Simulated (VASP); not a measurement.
Here is a VASP 6.6.1 calculation.

Contents of POSCAR:

```
SbPt
1.0
    4.0864644080      0.0000000000      0.0000000000
   -2.0432322040      3.5389819890      0.0000000000
    0.0000000000      0.0000000000      5.4337148266
Sb Pt
2 2
Direct
    0.3333333333      0.6666666667      0.2500000000
    0.6666666667      0.3333333333      0.7500000000
    0.0000000000      0.0000000000      0.0000000000
    0.0000000000      0.0000000000      0.5000000000
```

File INCAR.step1:

```
SYSTEM = SbPt
PREC = Accurate
ENCUT = 520
ISMEAR = 0
SIGMA = 0.1
LREAL = .FALSE.
LASPH = .TRUE.
NELM = 60
NBANDS = 23
GGA = PE
ALGO = Normal
EDIFF = 1E-4
LWAVE = .TRUE.
LCHARG = .FALSE.
```

The input INCAR.step2:

```
SYSTEM = SbPt
PREC = Accurate
ENCUT = 520
EDIFF = 1E-6
ISMEAR = 0
SIGMA = 0.1
LREAL = .FALSE.
LASPH = .TRUE.
NELM = 60
ALGO = Normal
ISIF = 2
LWAVE = .FALSE.
LCHARG = .FALSE.
METAGGA = R2SCAN
LMIXTAU = .TRUE.
NBANDS = 23
ISTART = 1
```

KPOINTS

```
Automatic mesh
0
G
  12 12 8
  0 0 0
```

Potentials or basis: VASP PAW PBE potentials, release 64 (Sb, Pt).

Launch:

```console
$ cat potpaw_PBE.64/Sb/POTCAR potpaw_PBE.64/Pt/POTCAR > POTCAR
$ cp INCAR.step1 INCAR
$ mpirun -np 1 vasp_std > vasp.out
$ cp INCAR.step2 INCAR
$ mpirun -np 1 vasp_std > vasp.out
```

**Question.** Estimate the pressure.

**Answer.** 9.9 GPa.

**Question.** Estimate the band gap on the k mesh.

**Answer.** Zero (bands 15 and 16 overlap by 4.56 eV).

Stress tensor (GPa, compression positive):
```
9.84 0.00 0.00
0.00 9.84 0.00
0.00 0.00 9.92
```

Caveat: the cell stands under pressure; the PAW data sets were made with another functional, which shifts forces and pressure a little; spin-orbit coupling is left out, which moves the levels of the heavy elements.
